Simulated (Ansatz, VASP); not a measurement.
## One calculation of BaO, two programs

```
Ba O
1.0
     0.00000    2.78671    2.78671
     2.78671    0.00000    2.78671
     2.78671    2.78671    0.00000
Ba O
1 1
Cartesian
  0.0000 0.0000 0.0000
  2.7867 2.7867 2.7867
```

Alike in both runs: functional PBE; k mesh 8 × 8 × 8; occupations gaussian, width 0.02 eV; no spin polarisation.

Ansatz relaxed the structure, and its values are those at the end. VASP's run is a single point on that final structure, the one shown.

|  | VASP | Ansatz |
| --- | --- | --- |
| version | VASP 6.6.1 | Ansatz 0.2.0 |
| potentials or method | VASP PAW PBE potentials, release 64 (Ba_sv, O), cutoff 600 eV | scalar-relativistic, plane waves, PAW |
| valence electrons in the cell | 16 | 16 |

VASP gave:

* gap on the k mesh at the Fermi level (eV): 2.04
* least direct gap on the mesh (eV): 2.04
* pressure (GPa): 1.5

Q: Which values does Ansatz return?

A: gap on the k mesh at the Fermi level (eV): 2.10; least direct gap on the mesh (eV): 2.10; pressure (GPa): 0.0.

Spin-orbit coupling is off throughout.
